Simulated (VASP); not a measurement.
A run of VASP 6.6.1 is set up as follows.

The input INCAR:

```
  PREC = Accurate
  ENCUT = 520
  EDIFF = 1E-6
  ISMEAR = -1
  SIGMA = 0.05
  LREAL = F
  LASPH = T
  NELM = 150
  ALGO = Normal
  ISIF = 2
  LWAVE = F
  LCHARG = F
  ISPIN = 2
  MAGMOM = 7
  LORBIT = 11
  LMAXMIX = 6
  GGA = CA
  NBANDS = 18
```

The input KPOINTS:

```
regular mesh
0
Gamma
  10 10 10
```

The input POSCAR:

```
Eu
1.0
   -2.0544258995      2.0544258995      2.0544258995
    2.0544258995     -2.0544258995      2.0544258995
    2.0544258995      2.0544258995     -2.0544258995
Eu
1
Direct
    0.0000000000      0.0000000000      0.0000000000
```

Potentials or basis: VASP PAW PBE potentials, release 64 (Eu).

Command:

```sh
$ cat potpaw_PBE.64/Eu/POTCAR > POTCAR
$ mpirun -np 1 vasp_std > vasp.out
```

Estimate the site moments.

Eu +6.64 μB.

Estimate the pressure.

-0.3 GPa.

What does it give for the net moment?

7.14 μB per cell.

Caveat: the PAW data sets were made with another functional, which shifts forces and pressure a little. The state reached can hang on the start; a lower one may exist.
